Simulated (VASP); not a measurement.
A run of VASP 6.6.1 is set up as follows.

The input INCAR:

```
PREC = Accurate ; ENCUT = 520
EDIFF = 1E-6 ; ISMEAR = -1
SIGMA = 0.05 ; LREAL = False
LASPH = True ; NELM = 80
ALGO = Normal ; ISIF = 2
LWAVE = False ; LCHARG = False
NBANDS = 55
```

Contents of KPOINTS:

```
Automatic mesh
0
Gamma
  9 9 5
```

POSCAR

```
Ga2O3
1.0
    6.2267755065     -1.5483330515      0.0000000000
    6.2267755065      1.5483330515      0.0000000000
   -1.4131720500      0.0000000000      5.7404290996
Ga O
4 6
Direct
    0.3413400000      0.3413400000      0.6859800000
    0.6586600000      0.6586600000      0.3140200000
    0.9095000000      0.9095000000      0.2054000000
    0.0905000000      0.0905000000      0.7946000000
    0.5041000000      0.5041000000      0.7434000000
    0.4959000000      0.4959000000      0.2566000000
    0.8267000000      0.8267000000      0.4368000000
    0.1733000000      0.1733000000      0.5632000000
    0.8355000000      0.8355000000      0.8902000000
    0.1645000000      0.1645000000      0.1098000000
```

Potentials or basis: VASP PAW LDA potentials, release 64 (Ga_d, O).

The run is started by

```sh
$ cat potpaw_LDA.64/Ga_d/POTCAR potpaw_LDA.64/O/POTCAR > POTCAR
$ mpirun -np 1 vasp_std > vasp.out
```

Q: Predict the pressure.

A: -12.8 GPa.

Q: Estimate the band gap on the k mesh.

A: 1.81 eV (least direct gap 1.84 eV).

Q: Estimate the largest force.

A: 0.304 eV/Å.

Stress tensor (GPa, compression positive):
```
-11.99   0.00  -0.15
  0.00 -13.37   0.00
 -0.15   0.00 -13.06
```

Caveat: the cell stands under tension; an odd mesh through Γ misses points on the zone boundary, where band edges can lie. Expect the measured gap to be larger: semilocal functionals such as LDA lack the derivative discontinuity.
